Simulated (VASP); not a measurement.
# CrCuO2 (R-3m) in VASP: single point with PBEsol

Aim: the single point of CrCuO2 with PBEsol.

Program: VASP 6.6.1. These are calculated values, not measurements. Logs are shortened: lines on timing, memory, paths and dates and some standing lists are left out, and cuts for length are marked.

## 1. The cell of the first run

It takes space group R-3m (No. 166, trigonal). Conventional cell: a = 2.973 Å, b = 2.973 Å, c = 17.100 Å, α = 90.00°, β = 90.00°, γ = 120.00°. Within 2.6 Å of Cr (site symmetry -3m) lie 6 O at 1.99 Å. Within 2.4 Å of Cu (site symmetry -3m) lie 2 O at 1.85 Å. Within 2.4 Å of O (site symmetry 3m) lie 1 Cu at 1.85 Å and 3 Cr at 1.99 Å.

## 2. Single point, PBEsol, collinear spin, ferromagnetic start

File INCAR:

```
PREC     = Accurate       # precision mode
ENCUT    = 600            # plane-wave cutoff, eV
EDIFF    = 1E-6           # SCF threshold, eV
ISMEAR   = -1             # smearing method
SIGMA    = 0.08           # smearing width, eV
LREAL    = F              # projectors in reciprocal space
LASPH    = T              # aspherical terms in the spheres
NELM     = 200            # most SCF steps
ALGO     = Normal         # electronic algorithm
ISIF     = 2              # what is computed and relaxed
LWAVE    = F              # write WAVECAR
LCHARG   = F              # write CHGCAR
ISPIN    = 2              # spin polarisation
MAGMOM   = 3.6 0 0 0      # initial moments
LORBIT   = 11             # projections on sites
NUPDOWN  = 3.6            # fixed moment
LMAXMIX  = 4              # l up to which the mixer works
GGA      = PS             # functional
NBANDS   = 30             # bands
GGA_COMPAT= F
```

File KPOINTS:

```
regular mesh
0
Gamma
  11 11 11
```

File POSCAR:

```
CrCuO2
1.0
    1.4867000000      0.8583466452      5.7000000000
   -1.4867000000      0.8583466452      5.7000000000
    0.0000000000     -1.7166932904      5.7000000000
Cr Cu O
1 1 2
Direct
    0.5000000000      0.5000000000      0.5000000000
    0.0000000000      0.0000000000      0.0000000000
    0.1079200000      0.1079200000      0.1079200000
    0.8920800000      0.8920800000      0.8920800000
```

Potentials or basis: VASP PAW PBE potentials, release 64 (Cr_pv, Cu, O).

Started as:

```
cat potpaw_PBE.64/Cr_pv/POTCAR potpaw_PBE.64/Cu/POTCAR potpaw_PBE.64/O/POTCAR > POTCAR
mpirun -np 1 vasp_std > vasp.out
```

OUTCAR:

```text
PREC = Accurate
   ENCUT = 600
   EDIFF = 1E-6
   ISMEAR = -1
   LREAL = F
   LASPH = T
   NELM = 200
   ISIF = 2
   ISPIN = 2
   LORBIT = 11
   NUPDOWN = 3.6
   GGA = PS

 ion  position               nearest neighbor table
   1  0.500  0.500  0.500-   3 1.99   4 1.99   3 1.99   3 1.99   4 1.99   4 1.99
   2  0.000  0.000  0.000-   3 1.85   4 1.85
   3  0.108  0.108  0.108-   2 1.85   1 1.99   1 1.99   1 1.99
   4  0.892  0.892  0.892-   2 1.85   1 1.99   1 1.99   1 1.99

  LATTYP: Found a trigonal (rhomboedric) cell.
 ALAT       =     5.9529014651
 COS(alpha) =     0.8752561078

  Lattice vectors:

 A1 = (   1.4867000000,   0.8583466452,   5.7000000000)
 A2 = (  -1.4867000000,   0.8583466452,   5.7000000000)
 A3 = (   0.0000000000,  -1.7166932904,   5.7000000000)

Analysis of symmetry for initial positions (statically):
=====================================================================
 Subroutine PRICEL returns:
 Original cell was already a primitive cell.

 Routine SETGRP: Setting up the symmetry group for a
 trigonal (rhombohedral) supercell.

 Subroutine GETGRP returns: Found 12 space group operations
 (whereof 12 operations were pure point group operations)
 out of a pool of 12 trial point group operations.

The static configuration has the point symmetry D_3d.

Analysis of symmetry for dynamics (positions and initial velocities):
=====================================================================
 Subroutine PRICEL returns:
 Original cell was already a primitive cell.

 Routine SETGRP: Setting up the symmetry group for a
 trigonal (rhombohedral) supercell.

 Subroutine GETGRP returns: Found 12 space group operations
 (whereof 12 operations were pure point group operations)
 out of a pool of 12 trial point group operations.

The dynamic configuration has the point symmetry D_3d.

Analysis of structural, dynamic, and magnetic symmetry:
=====================================================================
 Subroutine PRICEL returns:
 Original cell was already a primitive cell.

 Routine SETGRP: Setting up the symmetry group for a
 trigonal (rhombohedral) supercell.

 Subroutine GETGRP returns: Found 12 space group operations
 (whereof 12 operations were pure point group operations)
 out of a pool of 12 trial point group operations.

The overall configuration has the point symmetry D_3d.

 Subroutine INISYM returns: Found 12 space group operations
 (whereof 12 operations are pure point group operations),
 and found     1 'primitive' translations

----------------------------------------------------------------------------------------

                                     Primitive cell

  volume of cell :      43.6428

  direct lattice vectors                    reciprocal lattice vectors
     1.486700000  0.858346645  5.700000000     0.336315329  0.194171746  0.058479532
    -1.486700000  0.858346645  5.700000000    -0.336315329  0.194171746  0.058479532
     0.000000000 -1.716693290  5.700000000     0.000000000 -0.388343492  0.058479532

  length of vectors
     5.952901465  5.952901465  5.952901465     0.392721941  0.392721941  0.392721941

  position of ions in fractional coordinates (direct lattice)
     0.500000000  0.500000000  0.500000000
     0.000000000  0.000000000  0.000000000
     0.107920000  0.107920000  0.107920000
     0.892080000  0.892080000  0.892080000

  ion indices of the primitive-cell ions
   primitive index   ion index
                 1           1
                 2           2
                 3           3
                 4           4

----------------------------------------------------------------------------------------

 KPOINTS: regular mesh

Automatic generation of k-mesh.
 Grid dimensions read from file:
 generate k-points for:   11   11   11

 Generating k-lattice:

  Cartesian coordinates                     Fractional coordinates (reciprocal lattice)
     0.030574121  0.017651977  0.005316321     0.090909091  0.000000000  0.000000000
    -0.030574121  0.017651977  0.005316321     0.000000000  0.090909091  0.000000000
     0.000000000 -0.035303954  0.005316321     0.000000000  0.000000000  0.090909091

  Length of vectors
     0.035701995  0.035701995  0.035701995

  Shift w.r.t. Gamma in fractional coordinates (k-lattice)
     0.000000000  0.000000000  0.000000000

 Subroutine IBZKPT returns following result:
 ===========================================

 Found    146 irreducible k-points:

 Following reciprocal coordinates:
            Coordinates               Weight
  0.000000  0.000000  0.000000      1.000000
  0.090909  0.000000  0.000000      6.000000
  0.181818 -0.000000  0.000000      6.000000
  0.272727  0.000000  0.000000      6.000000
  0.363636  0.000000  0.000000      6.000000
  0.454545  0.000000  0.000000      6.000000
[... 16 lines left out ...]
 -0.272727  0.181818  0.000000     12.000000
 -0.181818  0.181818  0.000000      6.000000
 [... further k-points ...]
   k-points           NKPTS =    146   k-points in BZ     NKDIM =    146   number of bands    NBANDS=     30
   number of dos      NEDOS =    301   number of ions     NIONS =      4
   total plane-waves  NPLWV = 110592
   dimension x,y,z NGX =    48 NGY =   48 NGZ =   48
   dimension x,y,z NGXF=    96 NGYF=   96 NGZF=   96
   ions per type =               1   1   2
   NGX,Y,Z   is equivalent  to a cutoff of  13.40, 13.40, 13.40 a.u.
   NGXF,Y,Z  is equivalent  to a cutoff of  26.81, 26.81, 26.81 a.u.
 SYSTEM =  unknown system
   PREC   = accura    normal or accurate (medium, high low for compatibility)
   ISTART =      0    job   : 0-new  1-cont  2-samecut
   ICHARG =      2    charge: 1-file 2-atom 10-const
   ISPIN  =      2    spin polarized calculation?
   LNONCOLLINEAR =      F non collinear calculations
   LSORBIT =      F    spin-orbit coupling
   LASPH  =      T    aspherical Exc in radial PAW
   ENCUT  =  600.0 eV  44.10 Ry    6.64 a.u.  11.89 11.89 11.89*2*pi/ulx,y,z
   NELM   =    200;   NELMIN=  2; NELMDL= -5     # of ELM steps
   EDIFF  = 0.1E-05   stopping-criterion for ELM
   LREAL  =      F    real-space projection
   EDIFFG = 0.1E-04   stopping-criterion for IOM
   NSW    =      0    number of steps for IOM
   IBRION =     -1    ionic relax: 0-MD 1-quasi-New 2-CG
   NFREE  =      0    steps in history (QN), initial steepest desc. (CG)
   ISIF   =      2    stress and relaxation
   ISYM   =      2    0-nonsym 1-usesym 2-fastsym
   POTIM  = 0.5000    time-step for ionic-motion
   TEBEG  =    0.0;   TEEND  =   0.0 temperature during run
   PSTRESS=    0.0 pullay stress
   NELECT =      35.0000    total number of electrons
   NUPDOWN=       3.6000    fix difference up-down
   EMIN   =  10.00;   EMAX   =-10.00  energy-range for DOS
   EFERMI =   0.00;   METHOD = LEGACY
   ISMEAR =    -1;   SIGMA  =   0.08  broadening in eV -4-tet -1-fermi 0-gaus
   EFERMI_NEDOS =   21; number of points for ismear=-14 and -15
   IALGO  =     38    algorithm
   IMIX   =      4    mixing-type and parameters
     AMIX     =   0.40;   BMIX     =  1.00
     AMIX_MAG =   1.60;   BMIX_MAG =  1.00
  volume/ion in A,a.u.               =      10.91        73.63
  Fermi-wavevector in a.u.,A,eV,Ry     =   1.520992  2.874257 31.475925  2.313415
  Thomas-Fermi vector in A             =   2.629767
   LORBIT       =     11    0 simple, 1 ext, 2 COOP (PROOUT), +10 PAW based schemes
   GGA     = PS    functional components
   LHFCALC =     F    Hartree Fock is set to
   AEXX    =    0.0000 exact exchange contribution
   IVDW    =     0    specifies the selected vdW correction
   LEPSILON=     F    determine dielectric tensor
   LRPA    =     F    only Hartree local field effects (RPA)
 spin polarized calculation
  energy-cutoff  :      600.00
  volume of cell :       43.64
 maximum number of plane-waves:      1475
   NGX = 23   NGY = 23   NGZ = 23

 number of electron      34.9999997 magnetization       3.5999998

 Free energy of the ion-electron system (eV)
  ---------------------------------------------------
  ext. energy  EPLUGINS =         0.00000000
  ---------------------------------------------------
  free energy    TOTEN  =       -29.95465779 eV

  energy without entropy =      -29.91977429  energy(sigma->0) =      -29.93721604

 E-fermi :   4.6732     XC(G=0): -11.8693

 val. band max:        7.5102101475   @ k =  -0.4545   0.2727   0.2727
 cond. band min:       4.6990555819   @ k =  -0.3636  -0.4545   0.1818
 fundamental gap:     -2.8111545656
 Fermi energy:         7.5217378079

 spin component 1

 k-point     1 :       0.0000    0.0000    0.0000
  band No.  band energies     occupation
      1     -37.8827      1.00000
      2     -37.8306      1.00000
      3     -37.8306      1.00000
      4     -14.2442      1.00000
      5     -12.7069      1.00000
      6      -2.4769      1.00000
[... 757 lines left out ...]
     28      18.9519      0.00000
     29      20.1617      0.00000

 [... further k-points ...]

 spin component 2

 k-point     1 :       0.0000    0.0000    0.0000
  band No.  band energies     occupation
      1     -34.8369      1.00000
      2     -34.8360      1.00000
      3     -34.8360      1.00000
      4     -14.0717      1.00000
      5     -12.5827      1.00000
      6      -2.0241      1.00000
[... 757 lines left out ...]
     28      19.8304      0.00000
     29      21.0544      0.00000

 [... further k-points ...]

 [bands above 29 left out]

------------------------ aborting loop because EDIFF is reached ----------------------------------------

  FORCE on cell =-STRESS in cart. coord.  units (eV):
  Direction    XX          YY          ZZ          XY          YZ          ZX
  --------------------------------------------------------------------------------------
  -------------------------------------------------------------------------------------
  Total        0.1953972      0.1953972     -0.0098274     -0.0000000      0.0000000      0.0000000
  in kB        7.1732644      7.1732644     -0.3607763     -0.0000000      0.0000000      0.0000000
  external PRESSURE =       4.6619175 kB  Pullay stress =       0.0000000 kB

 VOLUME and BASIS-vectors are now :
 -----------------------------------------------------------------------------
  energy-cutoff  :      600.00
  volume of cell :       43.64
      direct lattice vectors                 reciprocal lattice vectors
     1.486700000  0.858346645  5.700000000     0.336315329  0.194171746  0.058479532
    -1.486700000  0.858346645  5.700000000    -0.336315329  0.194171746  0.058479532
     0.000000000 -1.716693290  5.700000000     0.000000000 -0.388343492  0.058479532

 POSITION                                       TOTAL-FORCE (eV/Angst)
 -----------------------------------------------------------------------------------
      0.00000      0.00000      8.55000         0.000000      0.000000     -0.000000
      0.00000      0.00000      0.00000        -0.000000      0.000000     -0.000000
      0.00000      0.00000      1.84543        -0.000000     -0.000000     -0.100793
      0.00000      0.00000     15.25457        -0.000000      0.000000      0.100793
 -----------------------------------------------------------------------------------
    total drift:                                0.000000      0.000000     -0.000000

  FREE ENERGIE OF THE ION-ELECTRON SYSTEM (eV)
  ---------------------------------------------------
  free  energy   TOTEN  =       -29.9546577888 eV

  energy  without entropy=      -29.9197742921  energy(sigma->0) =      -29.93721604

 total charge

# of ion       s       p       d       tot
------------------------------------------
    1        0.290   6.350   4.139  10.780
    2        0.433   0.346   9.134   9.912
    3        1.551   3.478   0.000   5.029
    4        1.551   3.478   0.000   5.029
--------------------------------------------------
tot          3.825  13.651  13.274  30.750

 magnetization (x)

# of ion       s       p       d       tot
------------------------------------------
    1        0.025   0.029   2.895   2.950
    2        0.047   0.028   0.282   0.357
    3        0.007   0.018   0.000   0.025
    4        0.007   0.018   0.000   0.025
--------------------------------------------------
tot          0.087   0.093   3.177   3.358
```

Run time: 9.5 min. Hardware: 1 thread of Intel Xeon 6975P-C (Granite Rapids), shared host; peak memory 0.66 GiB.

What came out:

| Property | Result |
| --- | --- |
| Free energy | -29.9547 eV |
| Pressure | 0.5 GPa |
| Largest force | 0.101 eV/Å |
| Net moment | 3.60 μB per cell |
| Site moments | Cr +2.95; Cu +0.36; O +0.03 μB |
| Valence electrons inside the program's atomic spheres | Cr 10.78; Cu 9.91; O 5.03 |

Forces in eV/Å, atoms in the order of the input:
```
Cr   0.000  0.000  0.000
Cu   0.000  0.000  0.000
O    0.000  0.000 -0.101
O    0.000  0.000  0.101
```

Caveat: the PAW data sets were made with another functional, which shifts forces and pressure a little; the total moment is fixed, so each spin has its own Fermi level and the state may be an excited one.
